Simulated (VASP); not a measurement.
A run of VASP 6.6.1 is set up as follows.

File INCAR:

```
PREC = Accurate
ENCUT = 520
EDIFF = 1E-7
ISMEAR = 0
SIGMA = 0.05
LREAL = F
LASPH = T
NELM = 60
ALGO = Normal
ISIF = 2
LWAVE = F
LCHARG = T
GGA = PE
LELF = T
LVHAR = T
NBANDS = 11
```

KPOINTS

```
Automatic mesh
0
Gamma
  8 8 8
```

File POSCAR:

```
Si
1.0
    0.0000000000      2.6254859463      2.5160906986
    2.6254859463      0.0000000000      2.5160906986
    2.6254859463      2.6254859463      0.0000000000
Si
2
Direct
    0.5000000000      0.5000000000      0.5000000000
    0.7500000000      0.7500000000      0.7500000000
```

Potentials or basis: VASP PAW PBE potentials, release 64 (Si).

Launch:

```sh
$ cat potpaw_PBE.64/Si/POTCAR > POTCAR
$ mpirun -np 1 vasp_std > vasp.out
```

Task: Estimate the band gap on the k mesh.

Result: Zero (bands 4 and 5 overlap by 0.13 eV).

Task: Estimate the pressure.

Result: 20.5 GPa.

Stress tensor (GPa, compression positive):
```
19.47  0.00  0.00
 0.00 19.47  0.00
 0.00  0.00 22.64
```

Caveat: the cell differs from its parent crystal (strain -0.040 along x and y, -0.080 along z); the cell stands under pressure; semilocal functionals underestimate gaps, so a narrow gap can read as zero.
